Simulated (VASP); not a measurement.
Input of a VASP 6.6.1 run:

The input INCAR:

```
  PREC = Accurate
  ENCUT = 500
  EDIFF = 1E-7
  ISMEAR = -1
  SIGMA = 0.02
  LREAL = False
  LASPH = True
  NELM = 120
  ALGO = Normal
  ISIF = 3
  LWAVE = False
  LCHARG = False
  GGA = PS
  IBRION = 2
  NSW = 80
  EDIFFG = -0.005
  GGA_COMPAT = False
  NELMIN = 4
```

KPOINTS

```
regular mesh
0
Gamma
  6 6 6
```

The input POSCAR:

```
AgI
1.0
    0.0000000000      3.3144926383      3.3144926383
    3.3144926383      0.0000000000      3.3144926383
    3.3144926383      3.3144926383      0.0000000000
Ag I
1 1
Direct
    0.0000000000      0.0000000000      0.0000000000
    0.7500000000      0.7500000000      0.7500000000
```

Potentials or basis: VASP PAW PBE potentials, release 64 (Ag, I).

The run is started by

```bash
$ cat potpaw_PBE.64/Ag/POTCAR potpaw_PBE.64/I/POTCAR > POTCAR
$ mpirun -np 1 vasp_std > vasp.out
```

(1) Estimate the space group after relaxing (to 0.1 Å).

(2) Predict the relaxed volume.

(3) What does it give for the band gap on the k mesh?

Answers

(1) F-43m (No. 216).

(2) 33.51 Å³/atom.

(3) 1.20 eV.

Caveat: the PAW data sets were made with another functional, which shifts forces and pressure a little; spin-orbit coupling is left out, which moves the levels of the heavy elements.
